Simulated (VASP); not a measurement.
# Sb2Se3 (Pnma) in VASP: electric field gradients with PBE

Aim: the electric field gradients of Sb2Se3 with PBE.

Everything below comes from runs of VASP 6.6.1. Logs are shortened: lines on timing, memory, paths and dates and some standing lists are left out, and cuts for length are marked.

## 1. The cell of the first run

It takes space group Pnma (No. 62, orthorhombic). The conventional cell has a = 11.770 Å, b = 3.962 Å, c = 11.620 Å, α = 90.00°, β = 90.00°, γ = 90.00°. Sb (site symmetry m) has 7 Se at 2.71 to 3.66 Å within 3.7 Å. Sb (site symmetry m) has 7 Se at 2.63 to 3.45 Å within 3.5 Å. Within 3.5 Å of Se (site symmetry m) lie 5 Sb at 2.63 to 3.18 Å. Se (site symmetry m) has 5 Sb at 2.71 to 3.45 Å and 8 Se at 3.42 to 3.96 Å within 4.0 Å. Se (site symmetry m) has 4 Sb at 2.71 to 3.66 Å and 9 Se at 3.42 to 3.96 Å within 4.0 Å.

## 2. Electric field gradients, PBE

File INCAR:

```
SYSTEM = Sb2Se3
ALGO = Normal
EDIFF = 1E-8
ENCUT = 400
GGA = PE
GGA_COMPAT = .FALSE.
ISIF = 2
ISMEAR = -1
LASPH = .TRUE.
LCHARG = .FALSE.
LEFG = .TRUE.
LREAL = .FALSE.
LWAVE = .FALSE.
NBANDS = 72
NELM = 120
PREC = Accurate
SIGMA = 0.02
```

File KPOINTS:

```
k-points
0
G
  3 7 3
  0 0 0
```

File POSCAR:

```
Sb2Se3
1.0
   11.7700000000      0.0000000000      0.0000000000
    0.0000000000      3.9620000000      0.0000000000
    0.0000000000      0.0000000000     11.6200000000
Sb Se
8 12
Direct
    0.0255713862      0.2500000000      0.3283515958
    0.9744286138      0.7500000000      0.6716484042
    0.4744286138      0.7500000000      0.8283515958
    0.5255713862      0.2500000000      0.1716484042
    0.1487816590      0.7500000000      0.0390513241
    0.8512183410      0.2500000000      0.9609486759
    0.3512183410      0.2500000000      0.5390513241
    0.6487816590      0.7500000000      0.4609486759
    0.0553799236      0.2500000000      0.8689416084
    0.9446200764      0.7500000000      0.1310583916
    0.4446200764      0.7500000000      0.3689416084
    0.5553799236      0.2500000000      0.6310583916
    0.1289032051      0.7500000000      0.4474976076
    0.8710967949      0.2500000000      0.5525023924
    0.3710967949      0.2500000000      0.9474976076
    0.6289032051      0.7500000000      0.0525023924
    0.2151608053      0.2500000000      0.1957504163
    0.7848391947      0.7500000000      0.8042495837
    0.2848391947      0.7500000000      0.6957504163
    0.7151608053      0.2500000000      0.3042495837
```

Potentials or basis: VASP PAW PBE potentials, release 64 (Sb, Se).

Started as:

```sh
cat potpaw_PBE.64/Sb/POTCAR potpaw_PBE.64/Se/POTCAR > POTCAR
mpirun -np 1 vasp_std > vasp.out
```

OUTCAR:

```text
SYSTEM = Sb2Se3
   EDIFF = 1E-8
   ENCUT = 400
   GGA = PE
   ISIF = 2
   ISMEAR = -1
   LASPH = .TRUE.
   LREAL = .FALSE.
   NELM = 120
   PREC = Accurate

 ion  position               nearest neighbor table
   1  0.026  0.250  0.328-  13 2.71  13 2.71  17 2.71  10 3.18  10 3.18  14 3.18
   2  0.974  0.750  0.672-  14 2.71  14 2.71  18 2.71   9 3.18   9 3.18  13 3.18
   3  0.474  0.750  0.828-  15 2.71  15 2.71  19 2.71  12 3.18  12 3.18  16 3.18
   4  0.526  0.250  0.172-  16 2.71  16 2.71  20 2.71  11 3.18  11 3.18  15 3.18
   5  0.149  0.750  0.039-  10 2.63  17 2.80  17 2.80   9 3.01   9 3.01
   6  0.851  0.250  0.961-   9 2.63  18 2.80  18 2.80  10 3.01  10 3.01
   7  0.351  0.250  0.539-  12 2.63  19 2.80  19 2.80  11 3.01  11 3.01
   8  0.649  0.750  0.461-  11 2.63  20 2.80  20 2.80  12 3.01  12 3.01
   9  0.055  0.250  0.869-   6 2.63   5 3.01   5 3.01   2 3.18   2 3.18
  10  0.945  0.750  0.131-   5 2.63   6 3.01   6 3.01   1 3.18   1 3.18
  11  0.445  0.750  0.369-   8 2.63   7 3.01   7 3.01   4 3.18   4 3.18
  12  0.555  0.250  0.631-   7 2.63   8 3.01   8 3.01   3 3.18   3 3.18
  13  0.129  0.750  0.447-   1 2.71   1 2.71   2 3.18
  14  0.871  0.250  0.553-   2 2.71   2 2.71   1 3.18
  15  0.371  0.250  0.947-   3 2.71   3 2.71   4 3.18
  16  0.629  0.750  0.053-   4 2.71   4 2.71   3 3.18
  17  0.215  0.250  0.196-   1 2.71   5 2.80   5 2.80
  18  0.785  0.750  0.804-   2 2.71   6 2.80   6 2.80
  19  0.285  0.750  0.696-   3 2.71   7 2.80   7 2.80
  20  0.715  0.250  0.304-   4 2.71   8 2.80   8 2.80

  LATTYP: Found a simple orthorhombic cell.
 ALAT       =     3.9620000000
 B/A-ratio  =     2.9328621908
 C/A-ratio  =     2.9707218576

  Lattice vectors:

 A1 = (   0.0000000000,   3.9620000000,   0.0000000000)
 A2 = (   0.0000000000,   0.0000000000,  11.6200000000)
 A3 = (  11.7700000000,   0.0000000000,   0.0000000000)

Analysis of symmetry for initial positions (statically):
=====================================================================
 Subroutine PRICEL returns:
 Original cell was already a primitive cell.

 Routine SETGRP: Setting up the symmetry group for a
 simple orthorhombic supercell.

 Subroutine GETGRP returns: Found  8 space group operations
 (whereof  2 operations were pure point group operations)
 out of a pool of  8 trial point group operations.

The static configuration has the point symmetry S_2 .
 The point group associated with its full space group is D_2h.

Analysis of symmetry for dynamics (positions and initial velocities):
=====================================================================
 Subroutine PRICEL returns:
 Original cell was already a primitive cell.

 Routine SETGRP: Setting up the symmetry group for a
 simple orthorhombic supercell.

 Subroutine GETGRP returns: Found  8 space group operations
 (whereof  2 operations were pure point group operations)
 out of a pool of  8 trial point group operations.

The dynamic configuration has the point symmetry S_2 .
 The point group associated with its full space group is D_2h.

 Subroutine INISYM returns: Found  8 space group operations
 (whereof  2 operations are pure point group operations),
 and found     1 'primitive' translations

----------------------------------------------------------------------------------------

                                     Primitive cell

  volume of cell :     541.8724

  direct lattice vectors                    reciprocal lattice vectors
    11.770000000  0.000000000  0.000000000     0.084961767  0.000000000  0.000000000
     0.000000000  3.962000000  0.000000000     0.000000000  0.252397779  0.000000000
     0.000000000  0.000000000 11.620000000     0.000000000  0.000000000  0.086058520

  length of vectors
    11.770000000  3.962000000 11.620000000     0.084961767  0.252397779  0.086058520

  position of ions in fractional coordinates (direct lattice)
     0.025571386  0.250000000  0.328351596
     0.974428614  0.750000000  0.671648404
     0.474428614  0.750000000  0.828351596
     0.525571386  0.250000000  0.171648404
     0.148781659  0.750000000  0.039051324
[... 108 lines left out ...]
   ISYM   =      2    0-nonsym 1-usesym 2-fastsym
   POTIM  = 0.5000    time-step for ionic-motion
   TEBEG  =    0.0;   TEEND  =   0.0 temperature during run
   PSTRESS=    0.0 pullay stress
   NELECT =     112.0000    total number of electrons
   NUPDOWN=      -1.0000    fix difference up-down
   EMIN   =  10.00;   EMAX   =-10.00  energy-range for DOS
   EFERMI =   0.00;   METHOD = LEGACY
   ISMEAR =    -1;   SIGMA  =   0.02  broadening in eV -4-tet -1-fermi 0-gaus
   EFERMI_NEDOS =   21; number of points for ismear=-14 and -15
   IALGO  =     38    algorithm
   IMIX   =      4    mixing-type and parameters
     AMIX     =   0.40;   BMIX     =  1.00
     AMIX_MAG =   1.60;   BMIX_MAG =  1.00
  volume/ion in A,a.u.               =      27.09       182.84
  Fermi-wavevector in a.u.,A,eV,Ry     =   0.967940  1.829142 12.747408  0.936908
  Thomas-Fermi vector in A             =   2.097868
   LORBIT       =      0    0 simple, 1 ext, 2 COOP (PROOUT), +10 PAW based schemes
   GGA     = PE    functional components
   LHFCALC =     F    Hartree Fock is set to
   AEXX    =    0.0000 exact exchange contribution
   IVDW    =     0    specifies the selected vdW correction
   LEPSILON=     F    determine dielectric tensor
   LRPA    =     F    only Hartree local field effects (RPA)
 non-spin polarized calculation
  energy-cutoff  :      400.00
  volume of cell :      541.87
 maximum number of plane-waves:      9881
 NGX is ok and might be reduce to    80
   NGX = 39   NGY = 13   NGZ = 37

 number of electron     111.9999990 magnetization

 Free energy of the ion-electron system (eV)
  ---------------------------------------------------
  ext. energy  EPLUGINS =         0.00000000
  ---------------------------------------------------
  free energy    TOTEN  =       -80.13335427 eV

  energy without entropy =      -80.13335427  energy(sigma->0) =      -80.13335427

 E-fermi :   5.1078     XC(G=0):  -9.3680

 val. band max:        4.6664056644   @ k =   0.3333   0.0000   0.0000
 cond. band min:       5.5848660436   @ k =   0.0000   0.0000   0.3333
 fundamental gap:      0.9184603792
 Fermi energy:         5.1078314442

 k-point     1 :       0.0000    0.0000    0.0000
  band No.  band energies     occupation
      1      -9.4949      2.00000
      2      -9.1386      2.00000
      3      -8.8766      2.00000
      4      -8.7660      2.00000
      5      -8.7271      2.00000
      6      -8.4501      2.00000
[... 1125 lines left out ...]
     67       7.5453      0.00000
     68       7.6406      0.00000
 [bands above 68 left out]

------------------------ aborting loop because EDIFF is reached ----------------------------------------

  FORCE on cell =-STRESS in cart. coord.  units (eV):
  Direction    XX          YY          ZZ          XY          YZ          ZX
  --------------------------------------------------------------------------------------
  -------------------------------------------------------------------------------------
  Total        6.6347280      7.5909672      4.2364667      0.0000000      0.0000000      0.0000000
  in kB       19.6171830     22.4445362     12.5261416      0.0000000      0.0000000      0.0000000
  external PRESSURE =      18.1959536 kB  Pullay stress =       0.0000000 kB

 VOLUME and BASIS-vectors are now :
 -----------------------------------------------------------------------------
  energy-cutoff  :      400.00
  volume of cell :      541.87
      direct lattice vectors                 reciprocal lattice vectors
    11.770000000  0.000000000  0.000000000     0.084961767  0.000000000  0.000000000
     0.000000000  3.962000000  0.000000000     0.000000000  0.252397779  0.000000000
     0.000000000  0.000000000 11.620000000     0.000000000  0.000000000  0.086058520

 POSITION                                       TOTAL-FORCE (eV/Angst)
 -----------------------------------------------------------------------------------
      0.30098      0.99050      3.81545        -0.031397     -0.000000     -0.022106
     11.46902      2.97150      7.80455         0.031397      0.000000      0.022106
      5.58402      2.97150      9.62545         0.031397      0.000000     -0.022106
      6.18598      0.99050      1.99455        -0.031397      0.000000      0.022106
      1.75116      2.97150      0.45378         0.009168     -0.000000     -0.024508
     10.01884      0.99050     11.16622        -0.009168      0.000000      0.024508
[... 12 lines left out ...]
      3.35256      2.97150      8.08462        -0.009931      0.000000      0.012328
      8.41744      0.99050      3.53538         0.009931      0.000000     -0.012328
 -----------------------------------------------------------------------------------
    total drift:                                0.000000     -0.000000      0.000000

  FREE ENERGIE OF THE ION-ELECTRON SYSTEM (eV)
  ---------------------------------------------------
  free  energy   TOTEN  =       -80.1333542723 eV

  energy  without entropy=      -80.1333542723  energy(sigma->0) =      -80.13335427

 Electric field gradients (V/A^2)
---------------------------------------------------------------------
 ion       V_xx      V_yy      V_zz      V_xy      V_xz      V_yz
---------------------------------------------------------------------
   1     -93.186    21.035    72.151     0.000   -26.790     0.000
   2     -93.186    21.035    72.151    -0.000   -26.790     0.000
   3     -93.186    21.035    72.151     0.000    26.790    -0.000
   4     -93.186    21.035    72.151     0.000    26.790    -0.000
   5     -50.843    63.776   -12.933     0.000    98.230     0.000
   6     -50.843    63.776   -12.933     0.000    98.230     0.000
[... 12 lines left out ...]
  19     -28.350   -16.153    44.503     0.000    53.087    -0.000
  20     -28.350   -16.153    44.503     0.000    53.087    -0.000
---------------------------------------------------------------------

 Electric field gradients after diagonalization (V/A^2)
 (convention: |V_zz| > |V_xx| > |V_yy|)
----------------------------------------------------------------------
 ion       V_xx      V_yy      V_zz     asymmetry (V_yy - V_xx)/ V_zz
----------------------------------------------------------------------
   1      76.383    21.035   -97.418       0.568
   2      76.383    21.035   -97.418       0.568
   3      76.383    21.035   -97.418       0.568
   4      76.383    21.035   -97.418       0.568
   5      68.154    63.776  -131.930       0.033
   6      68.154    63.776  -131.930       0.033
[... 12 lines left out ...]
  19     -56.306   -16.153    72.459       0.554
  20     -56.306   -16.153    72.459       0.554
----------------------------------------------------------------------

           NMR quadrupolar parameters

 Cq : quadrupolar parameter    Cq=e*Q*V_zz/h
 eta: asymmetry parameters     (V_yy - V_xx)/ V_zz
 Q  : nuclear electric quadrupole moment in mb (millibarn)
----------------------------------------------------------------------
 ion       Cq(MHz)       eta       Q (mb)
----------------------------------------------------------------------
   1      -0.236       0.568       1.000
   2      -0.236       0.568       1.000
   3      -0.236       0.568       1.000
   4      -0.236       0.568       1.000
   5      -0.319       0.033       1.000
   6      -0.319       0.033       1.000
[... 12 lines left out ...]
  19       0.175       0.554       1.000
  20       0.175       0.554       1.000
----------------------------------------------------------------------
```

It took 14 min on 1 thread of Oxide Virtual Turin-like, shared host; peak memory 0.56 GiB.

What came out:

```yaml
Free_energy: -80.1334 eV
Pressure: 1.8 GPa
Largest_force: 0.038 eV/Å
Band_gap_on_the_k_mesh: 0.92 eV (least direct gap 1.00 eV)
Largest_electric_field_gradient_by_atom: Sb -97.4, -131.9 (each value once); Se +147.0, -254.3, +72.5 (each value once) V/Å²
```

Forces on the atoms (eV/Å):
```
Sb  -0.031  0.000 -0.022
Sb   0.031  0.000  0.022
Sb   0.031  0.000 -0.022
Sb  -0.031  0.000  0.022
Sb   0.009  0.000 -0.025
Sb  -0.009  0.000  0.025
Sb  -0.009  0.000 -0.025
Sb   0.009  0.000  0.025
Se   0.016  0.000 -0.007
Se  -0.016  0.000  0.007
Se  -0.016  0.000 -0.007
Se   0.016  0.000  0.007
Se   0.027  0.000  0.016
Se  -0.027  0.000 -0.016
Se  -0.027  0.000  0.016
Se   0.027  0.000 -0.016
Se   0.010  0.000  0.012
Se  -0.010  0.000 -0.012
Se  -0.010  0.000  0.012
Se   0.010  0.000 -0.012
```

Electric field gradients, principal values (V/Å²):
```
 atom    least    middle  greatest (by size)
 1 Sb   21.035    76.383             -97.418
 2 Sb   21.035    76.383             -97.418
 3 Sb   21.035    76.383             -97.418
 4 Sb   21.035    76.383             -97.418
 5 Sb   63.776    68.154            -131.930
 6 Sb   63.776    68.154            -131.930
 7 Sb   63.776    68.154            -131.930
 8 Sb   63.776    68.154            -131.930
 9 Se   -2.633  -144.333             146.966
10 Se   -2.633  -144.333             146.966
11 Se   -2.633  -144.333             146.966
12 Se   -2.633  -144.333             146.966
13 Se  110.844   143.442            -254.286
14 Se  110.844   143.442            -254.286
15 Se  110.844   143.442            -254.286
16 Se  110.844   143.442            -254.286
17 Se  -16.153   -56.306              72.459
18 Se  -16.153   -56.306              72.459
19 Se  -16.153   -56.306              72.459
20 Se  -16.153   -56.306              72.459
```

Caveat: without QUAD_EFG the Cq values of the log hold for a quadrupole moment of 1 mb, not for the nuclei; spin-orbit coupling is left out, which moves the levels of the heavy elements. A k mesh can miss the band edges.
